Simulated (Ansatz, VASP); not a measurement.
One calculation of LaS, two programs

```
La S
1.0
     0.00000    2.88373    2.88373
     2.88373    0.00000    2.88373
     2.88373    2.88373    0.00000
La S
1 1
Cartesian
  0.0000 0.0000 0.0000
  2.8837 2.8837 2.8837
```

Alike in both runs: functional LDA; k mesh 12 × 12 × 12; occupations gaussian, width 0.05 eV; no spin polarisation.

Ansatz relaxed the structure, and its values are those at the end. VASP's run is a single point on that final structure, the one shown.

|  | VASP | Ansatz |
| --- | --- | --- |
| version | VASP 6.6.1 | Ansatz 0.2.0 |
| potentials or method | VASP PAW LDA potentials, release 64 (La, S) | scalar-relativistic, plane waves, PAW |
| plane-wave cutoff (eV) | 520 | 420 |
| valence electrons in the cell | 17 | 17 |

|  | VASP | Ansatz | Ansatz less VASP |
| --- | --- | --- | --- |
| gap on the k mesh at the Fermi level (eV) | none | none | - |
| pressure (GPa) | 0.0 | 0.0 | +0.04 |

LDA's correlation is that of Perdew and Zunger in VASP and of Perdew and Wang (1992) in Ansatz. A gap of «none» marks a metal or a gap that the smearing closes.

Spin-orbit coupling is off throughout.
